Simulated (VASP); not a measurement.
# Sb in VASP: further runs

Runs on Sb. Level: PBE. Tasks: relaxation of cell and atoms, single point.

Everything below comes from runs of VASP 6.6.1. Logs are shortened: lines on timing, memory, paths and dates and some standing lists are left out, and cuts for length are marked.

### 1 The cell of the first run

Symmetry: Cmme, No. 67, orthorhombic system. Conventional cell: a = 3.894 Å, b = 5.503 Å, c = 5.293 Å, α = 90.00°, β = 90.00°, γ = 90.00°. Within 4.0 Å of Sb (site symmetry mm2) lie 12 Sb at 3.03 to 3.89 Å.

### 2 Relaxation of cell and atoms, PBE

INCAR reads:

```
PREC = Accurate
ENCUT = 600
EDIFF = 1E-7
ISMEAR = 0
SIGMA = 0.1
LREAL = False
LASPH = True
NELM = 100
ALGO = Normal
ISIF = 3
LWAVE = False
LCHARG = False
GGA = PE
IBRION = 2
NSW = 100
EDIFFG = -0.01
```

KPOINTS reads:

```
Automatic mesh
0
Gamma
  18 18 10
```

POSCAR reads:

```
Sb
1.0
    1.9467823226     -2.7513725548      0.0000000000
    1.9467823226      2.7513725548      0.0000000000
    0.0000000000      0.0000000000      5.2931746080
Sb
2
Direct
    0.7500000000      0.2500000000      0.2807158839
    0.2500000000      0.7500000000      0.7192841161
```

Potentials or basis: VASP PAW PBE potentials, release 64 (Sb).

Command:

```
$ cat potpaw_PBE.64/Sb/POTCAR > POTCAR
$ mpirun -np 1 vasp_std > vasp.out
```

OUTCAR:

```text
PREC = Accurate
   ENCUT = 600
   EDIFF = 1E-7
   ISMEAR = 0
   LREAL = False
   LASPH = True
   NELM = 100
   ISIF = 3
   GGA = PE
   IBRION = 2
   NSW = 100
   EDIFFG = -0.01

 ion  position               nearest neighbor table
   1  0.750  0.250  0.281-   2 3.03   2 3.03   2 3.55   2 3.55   2 3.60   2 3.60
   2  0.250  0.750  0.719-   1 3.03   1 3.03   1 3.55   1 3.55   1 3.60   1 3.60

  LATTYP: Found a base centered orthorhombic cell.
 ALAT       =     3.8935646452
 B/A-ratio  =     1.4132923455
 C/A-ratio  =     1.3594675035

  Lattice vectors:

 A1 = (   1.9467823226,  -2.7513725548,   0.0000000000)
 A2 = (   1.9467823226,   2.7513725548,   0.0000000000)
 A3 = (   0.0000000000,   0.0000000000,   5.2931746080)

Analysis of symmetry for initial positions (statically):
=====================================================================
 Subroutine PRICEL returns:
 Original cell was already a primitive cell.

 Routine SETGRP: Setting up the symmetry group for a
 base centered orthorhombic supercell.

 Subroutine GETGRP returns: Found  8 space group operations
 (whereof  4 operations were pure point group operations)
 out of a pool of  8 trial point group operations.

The static configuration has the point symmetry C_2h.
 The point group associated with its full space group is D_2h.

Analysis of symmetry for dynamics (positions and initial velocities):
=====================================================================
 Subroutine PRICEL returns:
 Original cell was already a primitive cell.

 Routine SETGRP: Setting up the symmetry group for a
 base centered orthorhombic supercell.

 Subroutine GETGRP returns: Found  8 space group operations
 (whereof  4 operations were pure point group operations)
 out of a pool of  8 trial point group operations.

The dynamic configuration has the point symmetry C_2h.
 The point group associated with its full space group is D_2h.

 Subroutine INISYM returns: Found  8 space group operations
 (whereof  4 operations are pure point group operations),
 and found     1 'primitive' translations

----------------------------------------------------------------------------------------

                                     Primitive cell

  volume of cell :      56.7039

  direct lattice vectors                    reciprocal lattice vectors
     1.946782323 -2.751372555  0.000000000     0.256834056 -0.181727480  0.000000000
     1.946782323  2.751372555  0.000000000     0.256834056  0.181727480  0.000000000
     0.000000000  0.000000000  5.293174608     0.000000000  0.000000000  0.188922542

  length of vectors
     3.370461741  3.370461741  5.293174608     0.314624553  0.314624553  0.188922542

  position of ions in fractional coordinates (direct lattice)
     0.750000000  0.250000000  0.280715884
     0.250000000  0.750000000  0.719284116

  ion indices of the primitive-cell ions
   primitive index   ion index
                 1           1
                 2           2

----------------------------------------------------------------------------------------

 KPOINTS: Automatic mesh

Automatic generation of k-mesh.
 Grid dimensions read from file:
 generate k-points for:   18   18   10

 Generating k-lattice:

  Cartesian coordinates                     Fractional coordinates (reciprocal lattice)
     0.014268559 -0.010095971  0.000000000     0.055555556 -0.000000000  0.000000000
     0.014268559  0.010095971  0.000000000    -0.000000000  0.055555556  0.000000000
     0.000000000  0.000000000  0.018892254     0.000000000  0.000000000  0.100000000

  Length of vectors
     0.017479142  0.017479142  0.018892254

  Shift w.r.t. Gamma in fractional coordinates (k-lattice)
     0.000000000  0.000000000  0.000000000

 Subroutine IBZKPT returns following result:
 ===========================================

 Found    546 irreducible k-points:

 Following reciprocal coordinates:
            Coordinates               Weight
  0.000000  0.000000  0.000000      1.000000
  0.055556  0.000000  0.000000      4.000000
  0.111111  0.000000  0.000000      4.000000
  0.166667  0.000000  0.000000      4.000000
  0.222222 -0.000000  0.000000      4.000000
  0.277778 -0.000000  0.000000      4.000000
[... 16 lines left out ...]
 -0.277778  0.055556  0.000000      4.000000
 -0.222222  0.055556  0.000000      4.000000
 [... further k-points ...]
   k-points           NKPTS =    546   k-points in BZ     NKDIM =    546   number of bands    NBANDS=      9
   number of dos      NEDOS =    301   number of ions     NIONS =      2
   total plane-waves  NPLWV =  32928
   dimension x,y,z NGX =    28 NGY =   28 NGZ =   42
   dimension x,y,z NGXF=    56 NGYF=   56 NGZF=   84
   ions per type =               2
   NGX,Y,Z   is equivalent  to a cutoff of  13.81, 13.81, 13.19 a.u.
   NGXF,Y,Z  is equivalent  to a cutoff of  27.62, 27.62, 26.38 a.u.
 SYSTEM =  unknown system
   PREC   = accura    normal or accurate (medium, high low for compatibility)
   ISTART =      0    job   : 0-new  1-cont  2-samecut
   ICHARG =      2    charge: 1-file 2-atom 10-const
   ISPIN  =      1    spin polarized calculation?
   LNONCOLLINEAR =      F non collinear calculations
   LSORBIT =      F    spin-orbit coupling
   LASPH  =      T    aspherical Exc in radial PAW
   ENCUT  =  600.0 eV  44.10 Ry    6.64 a.u.   6.73  6.73 10.57*2*pi/ulx,y,z
   NELM   =    100;   NELMIN=  2; NELMDL= -5     # of ELM steps
   EDIFF  = 0.1E-06   stopping-criterion for ELM
   LREAL  =      F    real-space projection
   EDIFFG = -.1E-01   stopping-criterion for IOM
   NSW    =    100    number of steps for IOM
   IBRION =      2    ionic relax: 0-MD 1-quasi-New 2-CG
   NFREE  =      1    steps in history (QN), initial steepest desc. (CG)
   ISIF   =      3    stress and relaxation
   ISYM   =      2    0-nonsym 1-usesym 2-fastsym
   POTIM  = 0.5000    time-step for ionic-motion
   TEBEG  =    0.0;   TEEND  =   0.0 temperature during run
   PSTRESS=    0.0 pullay stress
   NELECT =      10.0000    total number of electrons
   NUPDOWN=      -1.0000    fix difference up-down
   EMIN   =  10.00;   EMAX   =-10.00  energy-range for DOS
   EFERMI =   0.00;   METHOD = LEGACY
   ISMEAR =     0;   SIGMA  =   0.10  broadening in eV -4-tet -1-fermi 0-gaus
   EFERMI_NEDOS =   21; number of points for ismear=-14 and -15
   IALGO  =     38    algorithm
   IMIX   =      4    mixing-type and parameters
     AMIX     =   0.40;   BMIX     =  1.00
     AMIX_MAG =   1.60;   BMIX_MAG =  1.00
  volume/ion in A,a.u.               =      28.35       191.33
  Fermi-wavevector in a.u.,A,eV,Ry     =   0.918059  1.734880 11.467425  0.842832
  Thomas-Fermi vector in A             =   2.043098
   LORBIT       =      0    0 simple, 1 ext, 2 COOP (PROOUT), +10 PAW based schemes
   GGA     = PE    functional components
   LHFCALC =     F    Hartree Fock is set to
   AEXX    =    0.0000 exact exchange contribution
   IVDW    =     0    specifies the selected vdW correction
   LEPSILON=     F    determine dielectric tensor
   LRPA    =     F    only Hartree local field effects (RPA)
 conjugate gradient relaxation of ions
 non-spin polarized calculation
 Gauss-broadening in eV      SIGMA  =   0.10
  energy-cutoff  :      600.00
  volume of cell :       56.70
 maximum number of plane-waves:      1916
   NGX = 13   NGY = 13   NGZ = 21

--------------------------------------- Ionic step        1  -------------------------------------------

 number of electron      10.0000000 magnetization

 Free energy of the ion-electron system (eV)
  ---------------------------------------------------
  ext. energy  EPLUGINS =         0.00000000
  ---------------------------------------------------
  free energy    TOTEN  =        -7.76256287 eV

  energy without entropy =       -7.75693392  energy(sigma->0) =       -7.75974840

------------------------ aborting loop because EDIFF is reached ----------------------------------------

  FORCE on cell =-STRESS in cart. coord.  units (eV):
  Direction    XX          YY          ZZ          XY          YZ          ZX
  --------------------------------------------------------------------------------------
  -------------------------------------------------------------------------------------
  Total       -0.2882654     -0.0091635      0.4815724      0.0000000      0.0000000      0.0000000
  in kB       -8.1449820     -0.2589160     13.6068982      0.0000000      0.0000000      0.0000000
  external PRESSURE =       1.7343334 kB  Pullay stress =       0.0000000 kB
[... 57 lines left out ...]
  energy  without entropy=       -7.7698085243  energy(sigma->0) =       -7.77258316

--------------------------------------- Ionic step        3  -------------------------------------------

 number of electron      10.0000001 magnetization

 E-fermi :   7.7033     XC(G=0):  -9.9325

 val. band max:        7.7025104877   @ k =  -0.1667   0.1111   0.5000
 cond. band min:       7.7043182209   @ k =  -0.2778   0.1667   0.0000
 fundamental gap:      0.0018077332
 Fermi energy:         7.7033058073

 k-point     1 :       0.0000    0.0000    0.0000
  band No.  band energies     occupation
      1      -4.8607      2.00000
      2      -0.9402      2.00000
      3       2.5555      2.00000
      4       9.0468      0.00000
      5      11.1909      0.00000
      6      12.5711      0.00000
      7      12.6760      0.00000
      8      12.7893      0.00000
      9      14.0382      0.00000
[... 305 lines left out ...]
  FREE ENERGIE OF THE ION-ELECTRON SYSTEM (eV)
  ---------------------------------------------------
  free  energy   TOTEN  =        -7.7828190674 eV

  energy  without entropy=       -7.7761899900  energy(sigma->0) =       -7.77950453

[... ionic steps 4 to 19 ...]

--------------------------------------- Ionic step       20  -------------------------------------------

 number of electron       9.9999999 magnetization

------------------------ aborting loop because EDIFF is reached ----------------------------------------

  FORCE on cell =-STRESS in cart. coord.  units (eV):
  Direction    XX          YY          ZZ          XY          YZ          ZX
  --------------------------------------------------------------------------------------
  -------------------------------------------------------------------------------------
  Total       -0.0338995     -0.0124407     -0.0094822      0.0000000      0.0000000      0.0000000
  in kB       -0.9986841     -0.3665058     -0.2793458      0.0000000      0.0000000      0.0000000
  external PRESSURE =      -0.5481786 kB  Pullay stress =       0.0000000 kB
[... 57 lines left out ...]
  energy  without entropy=       -7.8110957342  energy(sigma->0) =       -7.81449909

--------------------------------------- Ionic step       22  -------------------------------------------

 number of electron       9.9999999 magnetization

 Free energy of the ion-electron system (eV)
  ---------------------------------------------------
  ext. energy  EPLUGINS =         0.00000000
  ---------------------------------------------------
  free energy    TOTEN  =        -7.81790368 eV

  energy without entropy =       -7.81107567  energy(sigma->0) =       -7.81448967

 E-fermi :   8.3333     XC(G=0): -10.1910

 val. band max:        8.3241525566   @ k =   0.3333   0.2222   0.0000
 cond. band min:       8.3369599432   @ k =  -0.2222   0.0556   0.4000
 fundamental gap:      0.0128073866
 Fermi energy:         8.3332876723

 k-point     1 :       0.0000    0.0000    0.0000
  band No.  band energies     occupation
      1      -4.4399      2.00000
      2      -0.6168      2.00000
      3       2.7671      2.00000
      4      10.1894      0.00000
      5      12.1887      0.00000
      6      13.5899      0.00000
      7      13.7795      0.00000
      8      13.8800      0.00000
      9      14.9177      0.00000
[... 305 lines left out ...]
  FREE ENERGIE OF THE ION-ELECTRON SYSTEM (eV)
  ---------------------------------------------------
  free  energy   TOTEN  =        -7.8179036814 eV

  energy  without entropy=       -7.8110756686  energy(sigma->0) =       -7.81448967

 reached required accuracy - stopping structural energy minimisation
```

It took 35 min on 1 thread of Intel Xeon Platinum 8259CL at 2.50GHz (Skylake/Cascade Lake), shared host; peak memory 0.48 GiB.

What came out:

- Free energy: -7.8179 eV
- Relaxed volume: 27.16 Å³/atom
- Relaxed cell: a = 3.261 Å, b = 3.261 Å, c = 5.418 Å, α = 90.00°, β = 90.00°, γ = 109.47°
- Space group after relaxing (to 0.05 Å): Fmmm (No. 69)
- Energy gained by relaxing: 27.7 meV/atom
- Ionic steps: 22
- Pressure after relaxing: 0.0 GPa
- Largest force after relaxing: 0.004 eV/Å
- Band gap on the k mesh: zero (band 5 reaches 12.22 eV, above the bottom of band 6 at 5.09 eV)

Forces on the atoms (eV/Å):
```
Sb   0.000  0.000  0.004
Sb   0.000  0.000 -0.004
```

Step by step:
```
step  energy change (eV)  largest force (eV/Å)  pressure (GPa)  volume (Å³)
   1              0.0000                0.3003            0.17        56.70
   2             -0.0128                0.1978           -0.54        56.95
   3             -0.0203                0.0947           -1.42        57.29
   4             -0.0290                0.1305           -0.84        56.41
   5             -0.0361                0.1787            0.32        54.97
   6             -0.0362                0.1859            0.64        54.63
   7             -0.0403                0.1504            0.70        54.33
   8             -0.0422                0.1123            0.89        53.93
   9             -0.0477                0.0626           -0.25        54.78
  10             -0.0479                0.0531           -0.52        55.00
  11             -0.0514                0.0505           -0.37        54.78
  12             -0.0549                0.0247            0.08        54.27
  13             -0.0549                0.0236            0.10        54.25
  14             -0.0551                0.0147           -0.04        54.38
  15             -0.0551                0.0108           -0.11        54.43
  16             -0.0552                0.0034           -0.01        54.34
  17             -0.0553                0.0001            0.03        54.30
  18             -0.0553                0.0005            0.04        54.30
  19             -0.0553                0.0024           -0.02        54.35
  20             -0.0553                0.0035           -0.05        54.38
  21             -0.0553                0.0047            0.02        54.31
  22             -0.0553                0.0044            0.01        54.33
```

Final structure:
```
Sb
1.0
     1.88294   -2.66297    0.00000
     1.88294    2.66297    0.00000
     0.00000    0.00000    5.41755
Sb
2
Direct
  0.75000 0.25000 0.24956
  0.25000 0.75000 0.75044
```

Levels at points of the mesh, in eV from the Fermi level:
| k point | band 1 | band 2 | band 3 | band 4 | band 5 | band 6 | band 7 | band 8 | band 9 |
| --- | --- | --- | --- | --- | --- | --- | --- | --- | --- |
| (0.00, 0.00, 0.00) | -12.77 | -8.95 | -5.57 | 1.86 | 3.86 | 5.26 | 5.45 | 5.55 | 6.58 |
| (0.50, 0.00, 0.00) | -9.14 | -9.14 | -3.57 | -3.57 | -1.51 | -1.51 | 2.81 | 2.81 | 8.39 |
| (0.50, 0.50, 0.00) | -8.70 | -5.63 | -5.52 | -2.11 | -1.93 | -1.88 | 1.60 | 2.96 | 3.03 |
| (0.00, 0.00, 0.50) | -11.54 | -11.52 | -0.57 | -0.55 | 3.19 | 3.22 | 4.65 | 4.66 | 7.69 |
| (0.50, 0.00, 0.50) | -8.78 | -8.78 | -5.52 | -5.52 | 1.63 | 1.63 | 3.68 | 3.68 | 6.31 |
| (0.50, 0.50, 0.50) | -7.62 | -7.60 | -4.30 | -4.27 | -0.59 | -0.57 | 0.71 | 0.71 | 5.91 |

Caveat: spin-orbit coupling is left out, which moves the levels of the heavy elements.

### 3 Single point, PBE

This run uses another cell than the first one: it holds 4 atoms, not 2.

INCAR reads:

```
  ALGO = Normal
  EDIFF = 1E-7
  ENCUT = 520
  GGA = PE
  ISIF = 2
  ISMEAR = 0
  LASPH = T
  LCHARG = F
  LREAL = F
  LWAVE = F
  NBANDS = 18
  NELM = 100
  PREC = Accurate
  SIGMA = 0.1
```

KPOINTS reads:

```
k-points
0
Gamma
  6 6 2
```

POSCAR reads:

```
Sb
1.0
    2.7513725548     -1.9467823226      0.0000000000
    2.7513725548      1.9467823226      0.0000000000
    0.0000000000      0.0000000000     10.5863492161
Sb
4
Direct
    0.7494550821      0.2505449179      0.1403579420
    0.7505449179      0.2494550821      0.6403579420
    0.2505449179      0.7494550821      0.8596420580
    0.2494550821      0.7505449179      0.3596420580
```

Potentials or basis: VASP PAW PBE potentials, release 64 (Sb).

Command:

```
$ cat potpaw_PBE.64/Sb/POTCAR > POTCAR
$ mpirun -np 1 vasp_std > vasp.out
```

Run time: 39 s. Hardware: 1 thread of Intel Xeon Platinum 8559C (Emerald Rapids), shared host; peak memory 0.24 GiB.

The run converged. Its results:

* Free energy: -15.6679 eV
* Pressure: 0.0 GPa
* Band gap on the k mesh: zero (band 10 reaches 11.13 eV, above the bottom of band 11 at 5.94 eV)

Forces in eV/Å, atoms in the order of the input:
```
Sb   0.000 -0.001  0.002
Sb   0.000  0.001  0.002
Sb   0.000  0.001 -0.002
Sb   0.000 -0.001 -0.002
```

Stress tensor (GPa, compression positive):
```
-0.05  0.00  0.00
 0.00  0.06  0.00
 0.00  0.00 -0.10
```

Levels at points of the mesh, in eV from the Fermi level:
| k point | band 6 | band 7 | band 8 | band 9 | band 10 | band 11 | band 12 | band 13 | band 14 | band 15 |
| --- | --- | --- | --- | --- | --- | --- | --- | --- | --- | --- |
| (0.00, 0.00, 0.00) | -0.64 | 0.75 | 0.86 | 1.58 | 3.10 | 3.44 | 3.58 | 4.29 | 4.77 | 4.85 |
| (0.50, 0.00, 0.00) | -5.24 | -3.28 | -3.28 | -1.14 | -1.14 | 1.50 | 1.50 | 2.17 | 2.17 | 3.71 |
| (0.50, 0.50, 0.00) | -4.75 | -3.30 | -2.37 | -1.89 | -1.64 | -1.49 | 0.06 | 0.30 | 0.38 | 1.80 |
| (0.00, 0.00, 0.50) | -3.29 | 1.14 | 1.14 | 3.29 | 3.29 | 3.51 | 3.51 | 4.29 | 4.29 | 4.59 |
| (0.50, 0.00, 0.50) | -4.48 | -4.48 | -4.48 | 0.50 | 0.50 | 0.50 | 0.50 | 2.52 | 2.52 | 2.53 |
| (0.50, 0.50, 0.50) | -5.21 | -2.39 | -2.39 | -2.09 | -2.09 | -1.09 | -1.09 | 0.93 | 0.93 | 1.76 |

Caveat: spin-orbit coupling is left out, which moves the levels of the heavy elements.
